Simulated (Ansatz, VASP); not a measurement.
LiCl: VASP beside Ansatz

```
Li Cl
1.0
     0.00000    2.56477    2.56477
     2.56477    0.00000    2.56477
     2.56477    2.56477    0.00000
Li Cl
1 1
Direct
  0.00000 0.00000 0.00000
  0.50000 0.50000 0.50000
```

Alike in both runs: task relaxation of cell and atoms; functional PBE; dispersion D4; k mesh 6 × 6 × 6; no spin polarisation.

|  | VASP | Ansatz |
| --- | --- | --- |
| version | VASP 6.6.1 | Ansatz 0.2.0 |
| potentials or method | VASP PAW PBE potentials, release 64 (Li_sv, Cl) | plane waves, PAW |
| plane-wave cutoff (eV) | 600 | 420 |
| occupations | gaussian, width 0.01 eV | fixed |
| valence electrons in the cell | 10 | 10 |

|  | VASP | Ansatz | Ansatz less VASP |
| --- | --- | --- | --- |
| relaxed volume (Å³/atom) | 16.64 | 16.47 | -0.178 |
| relaxed cell length with the largest relative difference (Å) | 3.611 | 3.598 | -0.0129 |

Noted on VASP's run: the cutoff is short for stress, so the pressure is rough.
